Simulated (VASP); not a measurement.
# BN (F-43m) in VASP: further runs, part 2 of 2

VASP 6.6.1. Earlier steps stand in the parts before.

## Step 3: Vibrations by perturbation theory, PBEsol

This run uses another cell than the first one, of 5.27 Å³/atom, 0.963 times its volume.

Input file INCAR:

```
SYSTEM = BN
  PREC = Accurate
  ENCUT = 520
  EDIFF = 1E-8
  ISMEAR = 0
  SIGMA = 0.01
  LREAL = .False.
  LASPH = .True.
  NELM = 60
  ALGO = Normal
  ISIF = 2
  LWAVE = .False.
  LCHARG = .True.
  GGA = PS
  NBANDS = 11
  IBRION = 8
  NSW = 1
  LEPSILON = .True.
```

Input file KPOINTS:

```
Automatic mesh
0
Gamma
  12 12 12
  0 0 0
```

Input file POSCAR:

```
BN
1.0
    0.0000000000      1.7397931622      1.7397931622
    1.7397931622      0.0000000000      1.7397931622
    1.7397931622      1.7397931622      0.0000000000
B N
1 1
Direct
    0.0000000000      0.0000000000      0.0000000000
    0.7500000000      0.7500000000      0.7500000000
```

Potentials or basis: VASP PAW PBE potentials, release 64 (B, N).

Run with:

```bash
> cat potpaw_PBE.64/B/POTCAR potpaw_PBE.64/N/POTCAR > POTCAR
> mpirun -np 1 vasp_std > vasp.out
```

OUTCAR:

```text
SYSTEM = BN
   PREC = Accurate
   ENCUT = 520
   EDIFF = 1E-8
   ISMEAR = 0
   LREAL = .False.
   LASPH = .True.
   NELM = 60
   ISIF = 2
   GGA = PS
   IBRION = 8
   NSW = 1
   LEPSILON = .True.

 ion  position               nearest neighbor table
   1  0.000  0.000  0.000-   2 1.51   2 1.51   2 1.51   2 1.51
   2  0.750  0.750  0.750-   1 1.51   1 1.51   1 1.51   1 1.51

  LATTYP: Found a face centered cubic cell.
 ALAT       =     3.4795863244

  Lattice vectors:

 A1 = (   0.0000000000,   1.7397931622,   1.7397931622)
 A2 = (   1.7397931622,   0.0000000000,   1.7397931622)
 A3 = (   1.7397931622,   1.7397931622,   0.0000000000)

Analysis of symmetry for initial positions (statically):
=====================================================================
 Subroutine PRICEL returns:
 Original cell was already a primitive cell.

 Routine SETGRP: Setting up the symmetry group for a
 face centered cubic supercell.

 Subroutine GETGRP returns: Found 24 space group operations
 (whereof 24 operations were pure point group operations)
 out of a pool of 48 trial point group operations.

The static configuration has the point symmetry T_d .

Analysis of symmetry for dynamics (positions and initial velocities):
=====================================================================
 Subroutine PRICEL returns:
 Original cell was already a primitive cell.

 Routine SETGRP: Setting up the symmetry group for a
 face centered cubic supercell.

 Subroutine GETGRP returns: Found 24 space group operations
 (whereof 24 operations were pure point group operations)
 out of a pool of 48 trial point group operations.

The dynamic configuration has the point symmetry T_d .

 Subroutine INISYM returns: Found 24 space group operations
 (whereof 24 operations are pure point group operations),
 and found     1 'primitive' translations

----------------------------------------------------------------------------------------

                                     Primitive cell

  volume of cell :      10.5323

  direct lattice vectors                    reciprocal lattice vectors
     0.000000000  1.739793162  1.739793162    -0.287390485  0.287390485  0.287390485
     1.739793162  0.000000000  1.739793162     0.287390485 -0.287390485  0.287390485
     1.739793162  1.739793162  0.000000000     0.287390485  0.287390485 -0.287390485

  length of vectors
     2.460439086  2.460439086  2.460439086     0.497774921  0.497774921  0.497774921

  position of ions in fractional coordinates (direct lattice)
     0.000000000  0.000000000  0.000000000
     0.750000000  0.750000000  0.750000000

[... 524 lines left out ...]
 -----------------------------------------------------------------------------
    -0.00051  1.02986  0.00000
     1.02986 -0.00051  0.00000
     0.00000  0.00000  0.00043

--------------------------------------- Ionic step        4  -------------------------------------------

------------------------ aborting loop because EDIFF is reached ----------------------------------------

[... ionic steps 5 to 6 ...]

--------------------------------------- Ionic step        7  -------------------------------------------

 Free energy of the ion-electron system (eV)
  ---------------------------------------------------
  ---------------------------------------------------
  free energy    TOTEN  =        -0.23193037 eV

  energy without entropy =       -0.23193037

------------------------ aborting loop because EDIFF is reached ----------------------------------------

 INTERNAL STRAIN TENSOR  FOR ION    2  DIRECTION 1   (eV/Angst):
 -----------------------------------------------------------------------------
     0.01059  0.00000  0.00000
     0.00000 -0.00413  8.46970
     0.00000  8.46970 -0.00413

 MACROSCOPIC STATIC DIELECTRIC TENSOR (including local field effects in DFT)
 ------------------------------------------------------
           4.541040    -0.000000    -0.000000
          -0.000000     4.541040     0.000000
          -0.000000    -0.000000     4.541040
 ------------------------------------------------------

 PIEZOELECTRIC TENSOR (including local field effects)  for field in x, y, z        (e  Angst)
          XX          YY          ZZ          XY          YZ          ZX
  --------------------------------------------------------------------------------
  x    -0.00000    -0.00000     0.00000     0.00000     0.67767     0.00000
  y     0.00000    -0.00000     0.00000     0.00000     0.00000     0.67767
  z    -0.00000     0.00000     0.00000     0.67767     0.00000     0.00000

 PIEZOELECTRIC TENSOR (including local field effects)  for field in x, y, z        (C/m^2)
          XX          YY          ZZ          XY          YZ          ZX
  --------------------------------------------------------------------------------
  x    -0.00000    -0.00000     0.00000     0.00000     1.03087     0.00000
  y     0.00000    -0.00000     0.00000     0.00000     0.00000     1.03087
  z    -0.00000     0.00000     0.00000     1.03087     0.00000     0.00000

 BORN EFFECTIVE CHARGES (including local field effects) (in |e|, cummulative output)
 ---------------------------------------------------------------------------------
 ion    1
    1     1.84709    -0.00000     0.00000
    2    -0.00000     1.84709     0.00000
    3     0.00000     0.00000     1.84709
 ion    2
    1    -1.84709     0.00000     0.00000
    2     0.00000    -1.84709    -0.00000
    3    -0.00000    -0.00000    -1.84709

 INTERNAL STRAIN TENSOR FOR ION    2 for displacements in x,y,z  (eV/Angst):
          X           Y           Z          XY          YZ          ZX
  --------------------------------------------------------------------------------
  x    -0.00000     0.00000     0.00000     0.00000     8.46970     0.00000
  y     0.00000     0.00000     0.00000     0.00000     0.00000     8.46970
  z     0.00000     0.00000    -0.00000     8.46970     0.00000     0.00000

 SECOND DERIVATIVES (NOT SYMMETRIZED)
 ------------------------------------
               1X          1Y          1Z          2X          2Y          2Z
  1X   -31.885784    0.000000    0.000000   31.885784    0.000000    0.000000
  1Y     0.000000  -31.885784    0.000000    0.000000   31.885784    0.000000
  1Z     0.000000    0.000000  -31.885784    0.000000    0.000000   31.885784
  2X    31.875177    0.000000    0.000000  -31.875177    0.000000    0.000000
  2Y     0.000000   31.875177    0.000000    0.000000  -31.875177    0.000000
  2Z     0.000000    0.000000   31.875177    0.000000    0.000000  -31.875177

 Eigenvectors and eigenvalues of the dynamical matrix
 ----------------------------------------------------

   1 f  =   35.738492 THz   224.551569 2PiTHz 1192.107779 cm-1   147.802461 meV
             X         Y         Z           dx          dy          dz
      0.000000  0.000000  0.000000     0.751242    0.000000    0.000000
      2.609690  2.609690  2.609690    -0.660026    0.000000    0.000000
[... 21 lines left out ...]
   6 f/i=    0.002948 THz     0.018522 2PiTHz    0.098330 cm-1     0.012191 meV
             X         Y         Z           dx          dy          dz
      0.000000  0.000000  0.000000    -0.627622    0.179936    0.096690
      2.609690  2.609690  2.609690    -0.714359    0.204803    0.110053

--------------------------------------------------------------------------------------------------------

 MACROSCOPIC STATIC DIELECTRIC TENSOR IONIC CONTRIBUTION
 ------------------------------------------------------
           1.838627    -0.000000     0.000000
          -0.000000     1.838627     0.000000
           0.000000     0.000000     1.838627
 ------------------------------------------------------

 ELASTIC MODULI CONTR FROM IONIC RELAXATION (kBar)
 Direction    XX          YY          ZZ          XY          YZ          ZX
 --------------------------------------------------------------------------------
 XX          -0.0000     -0.0000     -0.0000     -0.0000     -0.0000      0.0000
 YY          -0.0000     -0.0000     -0.0000     -0.0000     -0.0000     -0.0000
 ZZ          -0.0000     -0.0000     -0.0000     -0.0000     -0.0000      0.0000
 XY          -0.0000     -0.0000     -0.0000   -335.2265      0.0000      0.0000
 YZ          -0.0000     -0.0000     -0.0000      0.0000   -335.2265      0.0000
 ZX           0.0000     -0.0000      0.0000      0.0000      0.0000   -335.2265
 --------------------------------------------------------------------------------

 PIEZOELECTRIC TENSOR IONIC CONTR  for field in x, y, z        (C/m^2)
          XX          YY          ZZ          XY          YZ          ZX
  --------------------------------------------------------------------------------
  x    -0.00000    -0.00000    -0.00000     0.00000    -0.73873     0.00000
  y     0.00000    -0.00000     0.00000    -0.00000     0.00000    -0.73873
  z    -0.00000    -0.00000    -0.00000    -0.73873    -0.00000    -0.00000
```

OSZICAR:

```text
N       E                     dE             d eps       ncg     rms          rms(c)
DAV:   1     0.770610732657E+01    0.77061E+01   -0.50822E+03  1656   0.726E+02
DAV:   2    -0.189464183134E+02   -0.26653E+02   -0.25788E+02  1859   0.167E+02
DAV:   3    -0.193156241214E+02   -0.36921E+00   -0.36887E+00  1866   0.165E+01
DAV:   4    -0.193159499148E+02   -0.32579E-03   -0.32579E-03  1707   0.550E-01
[... 127 lines left out ...]
RMM:   6    -0.231934145604E+00   -0.11000E-04   -0.13816E-06 10103   0.122E-03    0.498E-04
RMM:   7    -0.231930700887E+00    0.34447E-05   -0.62210E-07 10632   0.433E-04    0.511E-05
RMM:   8    -0.231930481223E+00    0.21966E-06   -0.16063E-08 10447   0.252E-05    0.208E-05
RMM:   9    -0.231930364957E+00    0.11627E-06    0.93233E-09 10851   0.189E-05    0.179E-06
RMM:  10    -0.231930369666E+00   -0.47098E-08    0.35819E-10  8808   0.101E-06    0.640E-07
 Linear response finished
```

Run time: 5.3 min. Hardware: 1 thread of Intel Xeon 8259CL, shared host; peak memory 0.19 GiB.

Results:

```
Electronic dielectric tensor (diagonal)                 : 4.54
Born charges (mean of the diagonal)                     : B +1.85; N -1.85 e
Highest phonon frequency at Γ, LO-TO splitting left out : 1192 cm⁻¹
```

Phonon frequencies in cm⁻¹ (negative: imaginary):
```csv
q point,frequencies
"(0.000, 0.000, 0.000)",0 0 0 1192 1192 1192
```

Electronic dielectric tensor:
```
4.54 0.00 0.00
0.00 4.54 0.00
0.00 0.00 4.54
```

Born effective charge tensors (e):
atom 1, B
```
1.85 0.00 0.00
0.00 1.85 0.00
0.00 0.00 1.85
```
atom 2, N
```
-1.85  0.00  0.00
 0.00 -1.85  0.00
 0.00  0.00 -1.85
```

Caveat: the cell wasn't relaxed at this level first, which shifts response properties; the PAW data sets were made with another functional, which shifts forces and pressure a little.

## Step 4: Vibrations by perturbation theory, PBEsol

This run uses another cell than the first one, of 5.36 Å³/atom, 0.980 times its volume.

Input file INCAR:

```
PREC = Accurate
ENCUT = 520
EDIFF = 1E-8
ISMEAR = 0
SIGMA = 0.01
LREAL = F
LASPH = T
NELM = 60
ALGO = Normal
ISIF = 2
LWAVE = F
LCHARG = F
GGA = PS
IBRION = 8
NSW = 1
LEPSILON = T
```

Input file KPOINTS:

```
Automatic mesh
0
Gamma
  12 12 12
```

Input file POSCAR:

```
BN
1.0
    0.0000000000      1.7505190496      1.7505190496
    1.7505190496      0.0000000000      1.7505190496
    1.7505190496      1.7505190496      0.0000000000
B N
1 1
Direct
    0.0000000000      0.0000000000      0.0000000000
    0.7500000000      0.7500000000      0.7500000000
```

Potentials or basis: VASP PAW PBE potentials, release 64 (B, N).

Run with:

```bash
> cat potpaw_PBE.64/B/POTCAR potpaw_PBE.64/N/POTCAR > POTCAR
> mpirun -np 1 vasp_std > vasp.out
```

OUTCAR:

```text
PREC = Accurate
   ENCUT = 520
   EDIFF = 1E-8
   ISMEAR = 0
   LREAL = F
   LASPH = T
   NELM = 60
   ISIF = 2
   GGA = PS
   IBRION = 8
   NSW = 1
   LEPSILON = T

 ion  position               nearest neighbor table
   1  0.000  0.000  0.000-   2 1.52   2 1.52   2 1.52   2 1.52
   2  0.750  0.750  0.750-   1 1.52   1 1.52   1 1.52   1 1.52

  LATTYP: Found a face centered cubic cell.
 ALAT       =     3.5010380992

  Lattice vectors:

 A1 = (   0.0000000000,   1.7505190496,   1.7505190496)
 A2 = (   1.7505190496,   0.0000000000,   1.7505190496)
 A3 = (   1.7505190496,   1.7505190496,   0.0000000000)

Analysis of symmetry for initial positions (statically):
=====================================================================
 Subroutine PRICEL returns:
 Original cell was already a primitive cell.

 Routine SETGRP: Setting up the symmetry group for a
 face centered cubic supercell.

 Subroutine GETGRP returns: Found 24 space group operations
 (whereof 24 operations were pure point group operations)
 out of a pool of 48 trial point group operations.

The static configuration has the point symmetry T_d .

Analysis of symmetry for dynamics (positions and initial velocities):
=====================================================================
 Subroutine PRICEL returns:
 Original cell was already a primitive cell.

 Routine SETGRP: Setting up the symmetry group for a
 face centered cubic supercell.

[... 521 lines left out ...]

 PIEZOELECTRIC TENSOR (including local field effects)  for field in x, y, z        (C/m^2)
          XX          YY          ZZ          XY          YZ          ZX
  --------------------------------------------------------------------------------
  x     0.00000     0.00000    -0.00000     0.00000     1.03090     0.00000
  y     0.00000     0.00000    -0.00000     0.00000     0.00000     1.03090
  z    -0.00000    -0.00000     0.00000     1.03090     0.00000     0.00000

 BORN EFFECTIVE CHARGES (including local field effects) (in |e|, cummulative output)
 ---------------------------------------------------------------------------------
 ion    1
    1     1.85616     0.00000     0.00000
    2    -0.00000     1.85616     0.00000
    3     0.00000    -0.00000     1.85616
 ion    2
    1    -1.85616    -0.00000    -0.00000
    2     0.00000    -1.85616    -0.00000
    3    -0.00000     0.00000    -1.85616

 INTERNAL STRAIN TENSOR FOR ION    2 for displacements in x,y,z  (eV/Angst):
          X           Y           Z          XY          YZ          ZX
  --------------------------------------------------------------------------------
  x     0.00000     0.00000     0.00000     0.00000     7.36961     0.00000
  y     0.00000    -0.00000     0.00000     0.00000     0.00000     7.36961
  z     0.00000     0.00000     0.00000     7.36961     0.00000     0.00000

 SECOND DERIVATIVES (NOT SYMMETRIZED)
 ------------------------------------
               1X          1Y          1Z          2X          2Y          2Z
  1X   -30.540550    0.000000    0.000000   30.540550    0.000000    0.000000
  1Y     0.000000  -30.540550    0.000000    0.000000   30.540550    0.000000
  1Z     0.000000    0.000000  -30.540550    0.000000    0.000000   30.540550
  2X    30.529944    0.000000    0.000000  -30.529944    0.000000    0.000000
  2Y     0.000000   30.529944    0.000000    0.000000  -30.529944    0.000000
  2Z     0.000000    0.000000   30.529944    0.000000    0.000000  -30.529944

 Eigenvectors and eigenvalues of the dynamical matrix
 ----------------------------------------------------

   1 f  =   34.976369 THz   219.763007 2PiTHz 1166.686083 cm-1   144.650574 meV
             X         Y         Z           dx          dy          dz
      0.000000  0.000000  0.000000     0.000000    0.751245    0.000000
      2.625779  2.625779  2.625779     0.000000   -0.660024    0.000000
[... 21 lines left out ...]
   6 f/i=    0.003012 THz     0.018923 2PiTHz    0.100461 cm-1     0.012456 meV
             X         Y         Z           dx          dy          dz
      0.000000  0.000000  0.000000     0.000000    0.000000   -0.660024
      2.625779  2.625779  2.625779     0.000000    0.000000   -0.751245

--------------------------------------------------------------------------------------------------------

 MACROSCOPIC STATIC DIELECTRIC TENSOR IONIC CONTRIBUTION
 ------------------------------------------------------
           1.903108    -0.000000     0.000000
          -0.000000     1.903108    -0.000000
           0.000000    -0.000000     1.903108
 ------------------------------------------------------

 ELASTIC MODULI CONTR FROM IONIC RELAXATION (kBar)
 Direction    XX          YY          ZZ          XY          YZ          ZX
 --------------------------------------------------------------------------------
 XX          -0.0000      0.0000      0.0000      0.0000     -0.0000     -0.0000
 YY           0.0000     -0.0000      0.0000      0.0000      0.0000      0.0000
 ZZ           0.0000      0.0000     -0.0000     -0.0000      0.0000     -0.0000
 XY           0.0000      0.0000     -0.0000   -259.4173      0.0000      0.0000
 YZ          -0.0000      0.0000      0.0000      0.0000   -259.4173      0.0000
 ZX          -0.0000      0.0000     -0.0000      0.0000      0.0000   -259.4173
 --------------------------------------------------------------------------------

 PIEZOELECTRIC TENSOR IONIC CONTR  for field in x, y, z        (C/m^2)
          XX          YY          ZZ          XY          YZ          ZX
  --------------------------------------------------------------------------------
  x    -0.00000     0.00000     0.00000    -0.00000    -0.66116    -0.00000
  y    -0.00000     0.00000    -0.00000    -0.00000     0.00000    -0.66116
  z     0.00000     0.00000    -0.00000    -0.66116    -0.00000     0.00000
```

It took 96 s on 1 thread of Intel Xeon 6975P-C, shared host; peak memory 0.17 GiB.

What came out:

| Quantity | Value |
| --- | --- |
| Electronic dielectric tensor (diagonal) | 4.55 |
| Born charges (mean of the diagonal) | B +1.86; N -1.86 e |
| Highest phonon frequency at Γ, LO-TO splitting left out | 1167 cm⁻¹ |

Phonon frequencies in cm⁻¹ (negative: imaginary):
| q point | frequencies |
| --- | --- |
| (0.000, 0.000, 0.000) | 0 0 0 1167 1167 1167 |

Electronic dielectric tensor:
```
4.55 0.00 0.00
0.00 4.55 0.00
0.00 0.00 4.55
```

Born effective charge tensors (e):
atom 1, B
```
1.86 0.00 0.00
0.00 1.86 0.00
0.00 0.00 1.86
```
atom 2, N
```
-1.86  0.00  0.00
 0.00 -1.86  0.00
 0.00  0.00 -1.86
```

Caveat: the cell wasn't relaxed at this level first, which shifts response properties; the PAW data sets were made with another functional, which shifts forces and pressure a little.
